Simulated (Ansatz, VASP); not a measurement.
## NaI: VASP beside Ansatz

```
CELL_PARAMETERS angstrom
2.30930 1.33327 3.76874
-2.30930 1.33327 3.76874
0.00000 -2.66655 3.76874
ATOMIC_POSITIONS crystal
Na 0.00000 0.00000 0.00000
I 0.50000 0.50000 0.50000
```

Alike in both runs: functional PBE; k mesh 6 × 6 × 6; occupations gaussian, width 0.02 eV; no spin polarisation.

Ansatz relaxed the structure, and its values are those at the end. VASP's run is a single point on that final structure, the one shown.

|  | VASP | Ansatz |
| --- | --- | --- |
| version | VASP 6.6.1 | Ansatz 0.2.0 |
| potentials or method | VASP PAW PBE potentials, release 64 (Na_pv, I), cutoff 520 eV | scalar-relativistic, plane waves, PAW |
| valence electrons in the cell | 14 | 26 |

```csv
,VASP,Ansatz,Ansatz less VASP
gap on the k mesh at the Fermi level (eV),3.57,3.57,+0.004
least direct gap on the mesh (eV),3.57,3.57,+0.004
pressure (GPa),0.0,0.0,-0.02
```

With one functional, cell and mesh, what is left measures potentials, basis and numerics. VASP's potentials hold 14 valence electrons a cell and Ansatz's 26, so a difference there can come from the potentials and not from the codes.

Spin-orbit coupling is off throughout.
